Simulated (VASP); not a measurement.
# BiTe (R-3m) in VASP: a series of runs, part 2 of 2

VASP 6.6.1.

## 3. Single point, LDA (volume scaled by 0.96)

File INCAR:

```
PREC     = Accurate       # precision mode
ENCUT    = 520            # plane-wave cutoff, eV
EDIFF    = 1E-7           # SCF threshold, eV
ISMEAR   = -1             # smearing method
SIGMA    = 0.05           # smearing width, eV
LREAL    = False          # projectors in reciprocal space
LASPH    = True           # aspherical terms in the spheres
NELM     = 80             # most SCF steps
ALGO     = Normal         # electronic algorithm
ISIF     = 2              # what is computed and relaxed
LWAVE    = False          # write WAVECAR
LCHARG   = False          # write CHGCAR
NBANDS   = 18             # bands
```

File KPOINTS:

```
regular mesh
0
Gamma
  7 7 7
```

File POSCAR:

```
BiTe
1.0
    2.3899644647      1.3798466271      3.2724581889
   -2.3899644647      1.3798466271      3.2724581889
    0.0000000000     -2.7596932542      3.2724581889
Bi Te
1 1
Direct
    0.5000000000      0.5000000000      0.5000000000
    0.0000000000      0.0000000000      0.0000000000
```

Potentials or basis: VASP PAW LDA potentials, release 64 (Bi_d, Te).

On the command line:

```
$ cat potpaw_LDA.64/Bi_d/POTCAR potpaw_LDA.64/Te/POTCAR > POTCAR
$ mpirun -np 1 vasp_std > vasp.out
```

OUTCAR:

```text
PREC = Accurate
   ENCUT = 520
   EDIFF = 1E-7
   ISMEAR = -1
   LREAL = False
   LASPH = True
   NELM = 80
   ISIF = 2

 ion  position               nearest neighbor table
   1  0.500  0.500  0.500-   2 3.21   2 3.21   2 3.21   2 3.21   2 3.21   2 3.21
   2  0.000  0.000  0.000-   1 3.21   1 3.21   1 3.21   1 3.21   1 3.21   1 3.21

  LATTYP: Found a trigonal (rhomboedric) cell.
 ALAT       =     4.2807580468
 COS(alpha) =     0.3765932224

  Lattice vectors:

 A1 = (   2.3899644647,   1.3798466271,   3.2724581889)
 A2 = (  -2.3899644647,   1.3798466271,   3.2724581889)
 A3 = (   0.0000000000,  -2.7596932542,   3.2724581889)

Analysis of symmetry for initial positions (statically):
=====================================================================
 Subroutine PRICEL returns:
 Original cell was already a primitive cell.

 Routine SETGRP: Setting up the symmetry group for a
 trigonal (rhombohedral) supercell.

 Subroutine GETGRP returns: Found 12 space group operations
 (whereof 12 operations were pure point group operations)
 out of a pool of 12 trial point group operations.

The static configuration has the point symmetry D_3d.

Analysis of symmetry for dynamics (positions and initial velocities):
=====================================================================
 Subroutine PRICEL returns:
 Original cell was already a primitive cell.

 Routine SETGRP: Setting up the symmetry group for a
 trigonal (rhombohedral) supercell.

 Subroutine GETGRP returns: Found 12 space group operations
 (whereof 12 operations were pure point group operations)
 out of a pool of 12 trial point group operations.

The dynamic configuration has the point symmetry D_3d.

 Subroutine INISYM returns: Found 12 space group operations
 (whereof 12 operations are pure point group operations),
 and found     1 'primitive' translations

----------------------------------------------------------------------------------------

                                     Primitive cell

  volume of cell :      64.7512

  direct lattice vectors                    reciprocal lattice vectors
     2.389964465  1.379846627  3.272458189     0.209208131  0.120786371  0.101860227
    -2.389964465  1.379846627  3.272458189    -0.209208131  0.120786371  0.101860227
     0.000000000 -2.759693254  3.272458189     0.000000000 -0.241572742  0.101860227

  length of vectors
     4.280758047  4.280758047  4.280758047     0.262169593  0.262169593  0.262169593

  position of ions in fractional coordinates (direct lattice)
     0.500000000  0.500000000  0.500000000
     0.000000000  0.000000000  0.000000000

  ion indices of the primitive-cell ions
   primitive index   ion index
                 1           1
                 2           2

----------------------------------------------------------------------------------------

 KPOINTS: regular mesh

Automatic generation of k-mesh.
 Grid dimensions read from file:
 generate k-points for:    7    7    7

 Generating k-lattice:

  Cartesian coordinates                     Fractional coordinates (reciprocal lattice)
     0.029886876  0.017255196  0.014551461     0.142857143  0.000000000  0.000000000
    -0.029886876  0.017255196  0.014551461     0.000000000  0.142857143  0.000000000
     0.000000000 -0.034510392  0.014551461     0.000000000  0.000000000  0.142857143

  Length of vectors
     0.037452799  0.037452799  0.037452799

  Shift w.r.t. Gamma in fractional coordinates (k-lattice)
     0.000000000  0.000000000  0.000000000

 Subroutine IBZKPT returns following result:
 ===========================================

 Found     44 irreducible k-points:

 Following reciprocal coordinates:
            Coordinates               Weight
  0.000000  0.000000  0.000000      1.000000
  0.142857  0.000000  0.000000      6.000000
  0.285714  0.000000 -0.000000      6.000000
  0.428571  0.000000  0.000000      6.000000
  0.142857  0.142857  0.000000      6.000000
  0.285714  0.142857 -0.000000     12.000000
[... 16 lines left out ...]
  0.285714  0.285714  0.142857      6.000000
  0.428571  0.285714  0.142857     12.000000
 [... further k-points ...]
   k-points           NKPTS =     44   k-points in BZ     NKDIM =     44   number of bands    NBANDS=     18
   number of dos      NEDOS =    301   number of ions     NIONS =      2
   total plane-waves  NPLWV =  32768
   dimension x,y,z NGX =    32 NGY =   32 NGZ =   32
   dimension x,y,z NGXF=    64 NGYF=   64 NGZF=   64
   ions per type =               1   1
   NGX,Y,Z   is equivalent  to a cutoff of  12.43, 12.43, 12.43 a.u.
   NGXF,Y,Z  is equivalent  to a cutoff of  24.85, 24.85, 24.85 a.u.
 SYSTEM =  unknown system
   PREC   = accura    normal or accurate (medium, high low for compatibility)
   ISTART =      0    job   : 0-new  1-cont  2-samecut
   ICHARG =      2    charge: 1-file 2-atom 10-const
   ISPIN  =      1    spin polarized calculation?
   LNONCOLLINEAR =      F non collinear calculations
   LSORBIT =      F    spin-orbit coupling
   LASPH  =      T    aspherical Exc in radial PAW
   ENCUT  =  520.0 eV  38.22 Ry    6.18 a.u.   7.96  7.96  7.96*2*pi/ulx,y,z
   NELM   =     80;   NELMIN=  2; NELMDL= -5     # of ELM steps
   EDIFF  = 0.1E-06   stopping-criterion for ELM
   LREAL  =      F    real-space projection
   EDIFFG = 0.1E-05   stopping-criterion for IOM
   NSW    =      0    number of steps for IOM
   IBRION =     -1    ionic relax: 0-MD 1-quasi-New 2-CG
   NFREE  =      0    steps in history (QN), initial steepest desc. (CG)
   ISIF   =      2    stress and relaxation
   ISYM   =      2    0-nonsym 1-usesym 2-fastsym
   POTIM  = 0.5000    time-step for ionic-motion
   TEBEG  =    0.0;   TEEND  =   0.0 temperature during run
   PSTRESS=    0.0 pullay stress
   NELECT =      21.0000    total number of electrons
   NUPDOWN=      -1.0000    fix difference up-down
   EMIN   =  10.00;   EMAX   =-10.00  energy-range for DOS
   EFERMI =   0.00;   METHOD = LEGACY
   ISMEAR =    -1;   SIGMA  =   0.05  broadening in eV -4-tet -1-fermi 0-gaus
   EFERMI_NEDOS =   21; number of points for ismear=-14 and -15
   IALGO  =     38    algorithm
   IMIX   =      4    mixing-type and parameters
     AMIX     =   0.40;   BMIX     =  1.00
     AMIX_MAG =   1.60;   BMIX_MAG =  1.00
  volume/ion in A,a.u.               =      32.38       218.48
  Fermi-wavevector in a.u.,A,eV,Ry     =   1.124774  2.125515 17.212965  1.265117
  Thomas-Fermi vector in A             =   2.261448
   LORBIT       =      0    0 simple, 1 ext, 2 COOP (PROOUT), +10 PAW based schemes
   GGA     = CA    functional components
   LHFCALC =     F    Hartree Fock is set to
   AEXX    =    0.0000 exact exchange contribution
   IVDW    =     0    specifies the selected vdW correction
   LEPSILON=     F    determine dielectric tensor
   LRPA    =     F    only Hartree local field effects (RPA)
 non-spin polarized calculation
  energy-cutoff  :      520.00
  volume of cell :       64.75
 maximum number of plane-waves:      1764
   NGX = 15   NGY = 15   NGZ = 15

 number of electron      21.0000008 magnetization

 Free energy of the ion-electron system (eV)
  ---------------------------------------------------
  ext. energy  EPLUGINS =         0.00000000
  ---------------------------------------------------
  free energy    TOTEN  =        -8.51992985 eV

  energy without entropy =       -8.50744024  energy(sigma->0) =       -8.51368505

 E-fermi :   6.9643     XC(G=0):  -9.8922

 val. band max:        6.8776679080   @ k =  -0.2857   0.2857   0.1429
 cond. band min:       6.9658094272   @ k =  -0.4286   0.2857   0.2857
 fundamental gap:      0.0881415192
 Fermi energy:         6.9642798177

 k-point     1 :       0.0000    0.0000    0.0000
  band No.  band energies     occupation
      1     -16.2083      2.00000
      2     -16.2083      2.00000
      3     -16.1941      2.00000
      4     -16.1941      2.00000
      5     -16.1727      2.00000
      6      -6.8103      2.00000
[... 10 lines left out ...]
     17      13.6773      0.00000
     18      13.8679      0.00000

 k-point     2 :       0.1429    0.0000    0.0000
  band No.  band energies     occupation
      1     -16.2085      2.00000
      2     -16.2081      2.00000
      3     -16.1951      2.00000
      4     -16.1922      2.00000
      5     -16.1722      2.00000
      6      -6.6278      2.00000
[... 10 lines left out ...]
     17      14.4036      0.00000
     18      14.7397      0.00000
[... 442 lines left out ...]
 k-point    24 :       0.4286    0.2857    0.1429
  band No.  band energies     occupation
      1     -16.2160      2.00000
      2     -16.2097      2.00000
      3     -16.1910      2.00000
      4     -16.1794      2.00000
      5     -16.1711      2.00000
      6      -5.5204      2.00000
[... 10 lines left out ...]
     17      16.1082      0.00000
     18      17.4109      0.00000

 [... further k-points ...]
[... 5 lines left out ...]
  --------------------------------------------------------------------------------------
  -------------------------------------------------------------------------------------
  Total       -0.5687950     -0.5687950     -0.6110572      0.0000000     -0.0000000      0.0000000
  in kB      -14.0740382    -14.0740382    -15.1197582      0.0000000     -0.0000000      0.0000000
  external PRESSURE =     -14.4226115 kB  Pullay stress =       0.0000000 kB

 VOLUME and BASIS-vectors are now :
 -----------------------------------------------------------------------------
  energy-cutoff  :      520.00
  volume of cell :       64.75
      direct lattice vectors                 reciprocal lattice vectors
     2.389964465  1.379846627  3.272458189     0.209208131  0.120786371  0.101860227
    -2.389964465  1.379846627  3.272458189    -0.209208131  0.120786371  0.101860227
     0.000000000 -2.759693254  3.272458189     0.000000000 -0.241572742  0.101860227

 POSITION                                       TOTAL-FORCE (eV/Angst)
 -----------------------------------------------------------------------------------
      0.00000      0.00000      4.90869        -0.000000      0.000000     -0.000000
      0.00000      0.00000      0.00000         0.000000     -0.000000      0.000000
 -----------------------------------------------------------------------------------
    total drift:                               -0.000000      0.000000     -0.000000

  FREE ENERGIE OF THE ION-ELECTRON SYSTEM (eV)
  ---------------------------------------------------
  free  energy   TOTEN  =        -8.5199298502 eV

  energy  without entropy=       -8.5074402427  energy(sigma->0) =       -8.51368505
```

Wall time 43 s (1 thread of Intel Xeon 6975P-C, shared host); peak memory 0.18 GiB.

What came out:

```yaml
Free_energy: -8.5199 eV
Pressure: -1.4 GPa
```

Caveat: the cell differs from its parent crystal (volume scaled by 0.96); spin-orbit coupling is left out, which moves the levels of the heavy elements.

## 4. Single point, LDA (volume scaled by 0.98)

File INCAR:

```
SYSTEM = BiTe
PREC = Accurate
ENCUT = 520
EDIFF = 1E-6
ISMEAR = -1
SIGMA = 0.05
LREAL = .FALSE.
LASPH = .TRUE.
NELM = 80
ALGO = Normal
ISIF = 2
LWAVE = .FALSE.
LCHARG = .TRUE.
GGA = CA
LELF = .TRUE.
LVHAR = .TRUE.
NBANDS = 18
```

File KPOINTS:

```
Automatic mesh
0
G
  7 7 7
  0 0 0
```

File POSCAR:

```
BiTe
1.0
    2.4064474992      1.3893631114      3.2950275793
   -2.4064474992      1.3893631114      3.2950275793
    0.0000000000     -2.7787262229      3.2950275793
Bi Te
1 1
Direct
    0.5000000000      0.5000000000      0.5000000000
    0.0000000000      0.0000000000      0.0000000000
```

On the command line:

```
$ cat potpaw_LDA.64/Bi_d/POTCAR potpaw_LDA.64/Te/POTCAR > POTCAR
$ mpirun -np 1 vasp_std > vasp.out
```

It took 45 s on 1 thread of Intel Xeon 6975P-C, shared host; peak memory 0.19 GiB.

The run converged. Its results:

```
Free energy : -8.5038 eV
Pressure    : -2.5 GPa
```

Stress tensor (GPa, compression positive):
```
-2.53  0.00  0.00
 0.00 -2.53  0.00
 0.00  0.00 -2.32
```

Levels at points of the mesh, in eV from the Fermi level:
```tsv
k point	band 6	band 7	band 8	band 9	band 10	band 11	band 12	band 13	band 14	band 15
(0.00, 0.00, 0.00)	-13.62	-8.24	-2.95	-2.95	-1.61	1.90	2.52	2.52	4.05	4.05
```

Caveat: the cell differs from its parent crystal (volume scaled by 0.98); spin-orbit coupling is left out, which moves the levels of the heavy elements.

## 5. Single point, LDA

This run uses another cell than the first one, of 33.72 Å³/atom, 1.064 times its volume.

File INCAR:

```
PREC = Accurate
ENCUT = 520
EDIFF = 1E-7
ISMEAR = -1
SIGMA = 0.05
LREAL = F
LASPH = T
NELM = 60
ALGO = Normal
ISIF = 2
LWAVE = F
LCHARG = F
GGA = CA
NBANDS = 18
```

File KPOINTS:

```
Automatic mesh
0
Gamma
  7 7 7
```

File POSCAR:

```
BiTe
1.0
    2.4227077728      1.3987509848      3.3172919545
   -2.4227077728      1.3987509848      3.3172919545
    0.0000000000     -2.7975019696      3.3172919545
Bi Te
1 1
Direct
    0.5000000000      0.5000000000      0.5000000000
    0.0000000000      0.0000000000      0.0000000000
```

Potentials or basis: VASP PAW LDA potentials, release 64 (Bi_d, Te).

On the command line:

```
$ cat potpaw_LDA.64/Bi_d/POTCAR potpaw_LDA.64/Te/POTCAR > POTCAR
$ mpirun -np 1 vasp_std > vasp.out
```

OUTCAR:

```text
PREC = Accurate
   ENCUT = 520
   EDIFF = 1E-7
   ISMEAR = -1
   LREAL = F
   LASPH = T
   NELM = 60
   ISIF = 2
   GGA = CA

 ion  position               nearest neighbor table
   1  0.500  0.500  0.500-   2 3.25   2 3.25   2 3.25   2 3.25   2 3.25   2 3.25
   2  0.000  0.000  0.000-   1 3.25   1 3.25   1 3.25   1 3.25   1 3.25   1 3.25

  LATTYP: Found a trigonal (rhomboedric) cell.
 ALAT       =     4.3394058558
 COS(alpha) =     0.3765932224

  Lattice vectors:

 A1 = (   2.4227077728,   1.3987509848,   3.3172919545)
 A2 = (  -2.4227077728,   1.3987509848,   3.3172919545)
 A3 = (   0.0000000000,  -2.7975019696,   3.3172919545)

Analysis of symmetry for initial positions (statically):
=====================================================================
 Subroutine PRICEL returns:
 Original cell was already a primitive cell.

 Routine SETGRP: Setting up the symmetry group for a
 trigonal (rhombohedral) supercell.

 Subroutine GETGRP returns: Found 12 space group operations
 (whereof 12 operations were pure point group operations)
 out of a pool of 12 trial point group operations.

The static configuration has the point symmetry D_3d.

Analysis of symmetry for dynamics (positions and initial velocities):
=====================================================================
 Subroutine PRICEL returns:
 Original cell was already a primitive cell.

 Routine SETGRP: Setting up the symmetry group for a
 trigonal (rhombohedral) supercell.

 Subroutine GETGRP returns: Found 12 space group operations
 (whereof 12 operations were pure point group operations)
 out of a pool of 12 trial point group operations.

The dynamic configuration has the point symmetry D_3d.

 Subroutine INISYM returns: Found 12 space group operations
 (whereof 12 operations are pure point group operations),
 and found     1 'primitive' translations
[... 102 lines left out ...]
   ISYM   =      2    0-nonsym 1-usesym 2-fastsym
   POTIM  = 0.5000    time-step for ionic-motion
   TEBEG  =    0.0;   TEEND  =   0.0 temperature during run
   PSTRESS=    0.0 pullay stress
   NELECT =      21.0000    total number of electrons
   NUPDOWN=      -1.0000    fix difference up-down
   EMIN   =  10.00;   EMAX   =-10.00  energy-range for DOS
   EFERMI =   0.00;   METHOD = LEGACY
   ISMEAR =    -1;   SIGMA  =   0.05  broadening in eV -4-tet -1-fermi 0-gaus
   EFERMI_NEDOS =   21; number of points for ismear=-14 and -15
   IALGO  =     38    algorithm
   IMIX   =      4    mixing-type and parameters
     AMIX     =   0.40;   BMIX     =  1.00
     AMIX_MAG =   1.60;   BMIX_MAG =  1.00
  volume/ion in A,a.u.               =      33.72       227.58
  Fermi-wavevector in a.u.,A,eV,Ry     =   1.109573  2.096789 16.750837  1.231152
  Thomas-Fermi vector in A             =   2.246114
   LORBIT       =      0    0 simple, 1 ext, 2 COOP (PROOUT), +10 PAW based schemes
   GGA     = CA    functional components
   LHFCALC =     F    Hartree Fock is set to
   AEXX    =    0.0000 exact exchange contribution
   IVDW    =     0    specifies the selected vdW correction
   LEPSILON=     F    determine dielectric tensor
   LRPA    =     F    only Hartree local field effects (RPA)
 non-spin polarized calculation
  energy-cutoff  :      520.00
  volume of cell :       67.45
 maximum number of plane-waves:      1827
   NGX = 17   NGY = 17   NGZ = 17

 number of electron      20.9999996 magnetization

 Free energy of the ion-electron system (eV)
  ---------------------------------------------------
  ext. energy  EPLUGINS =         0.00000000
  ---------------------------------------------------
  free energy    TOTEN  =        -8.47958530 eV

  energy without entropy =       -8.46745571  energy(sigma->0) =       -8.47352051

 E-fermi :   6.4501     XC(G=0):  -9.7131

 val. band max:        6.4254107674   @ k =  -0.4286   0.2857   0.2857
 cond. band min:       6.5053460211   @ k =   0.2857   0.2857   0.2857
 fundamental gap:      0.0799352537
 Fermi energy:         6.4500749636

 k-point     1 :       0.0000    0.0000    0.0000
  band No.  band energies     occupation
      1     -16.6975      2.00000
      2     -16.6975      2.00000
      3     -16.6829      2.00000
      4     -16.6829      2.00000
      5     -16.6645      2.00000
      6      -7.0312      2.00000
[... 481 lines left out ...]
      5     -16.6633      2.00000
      6      -5.8194      2.00000
[... 10 lines left out ...]
     17      15.5108      0.00000
     18      16.6798      0.00000

 [... further k-points ...]
[... 5 lines left out ...]
  --------------------------------------------------------------------------------------
  -------------------------------------------------------------------------------------
  Total       -1.4864437     -1.4864437     -1.2754233      0.0000000     -0.0000000      0.0000000
  in kB      -35.3087758    -35.3087758    -30.2962264      0.0000000     -0.0000000      0.0000000
  external PRESSURE =     -33.6379260 kB  Pullay stress =       0.0000000 kB

 VOLUME and BASIS-vectors are now :
 -----------------------------------------------------------------------------
  energy-cutoff  :      520.00
  volume of cell :       67.45
      direct lattice vectors                 reciprocal lattice vectors
     2.422707773  1.398750985  3.317291954     0.206380648  0.119153923  0.100483568
    -2.422707773  1.398750985  3.317291954    -0.206380648  0.119153923  0.100483568
     0.000000000 -2.797501970  3.317291954     0.000000000 -0.238307845  0.100483568

 POSITION                                       TOTAL-FORCE (eV/Angst)
 -----------------------------------------------------------------------------------
      0.00000      0.00000      4.97594         0.000000     -0.000000     -0.000000
      0.00000      0.00000      0.00000        -0.000000      0.000000      0.000000
 -----------------------------------------------------------------------------------
    total drift:                               -0.000000      0.000000     -0.000000

  FREE ENERGIE OF THE ION-ELECTRON SYSTEM (eV)
  ---------------------------------------------------
  free  energy   TOTEN  =        -8.4795853038 eV

  energy  without entropy=       -8.4674557133  energy(sigma->0) =       -8.47352051
```

It took 44 s on 1 thread of Intel Xeon 6975P-C, shared host; peak memory 0.19 GiB.

Results:

- Free energy: -8.4796 eV
- Pressure: -3.4 GPa

Caveat: spin-orbit coupling is left out, which moves the levels of the heavy elements.

## 6. Summary

```tsv
level	potentials or basis	cell	gap on the mesh (eV)	pressure (GPa)
PBEsol	VASP PAW PBE potentials, release 64 (Bi_d, Te)	a = 4.251 Å, angles 67.9°, 2 atoms	none	0.8
LDA	VASP PAW LDA potentials, release 64 (Bi_d, Te)	a = 4.281 Å, angles 67.9°, 2 atoms	none	-1.4
LDA	VASP PAW LDA potentials, release 64 (Bi_d, Te)	a = 4.310 Å, angles 67.9°, 2 atoms	none	-2.5
LDA	VASP PAW LDA potentials, release 64 (Bi_d, Te)	a = 4.339 Å, angles 67.9°, 2 atoms	none	-3.4
```

Alike in all rows: task single point; no spin polarisation; k mesh 7 × 7 × 7; cutoff (eV) 520; smearing fermi-dirac 0.05 eV.

Caveats: spin-orbit coupling is left out, which moves the levels of the heavy elements; the PAW data sets were made with another functional, which shifts forces and pressure a little (some runs).

Absolute energies hang on the potentials; compare differences alone.
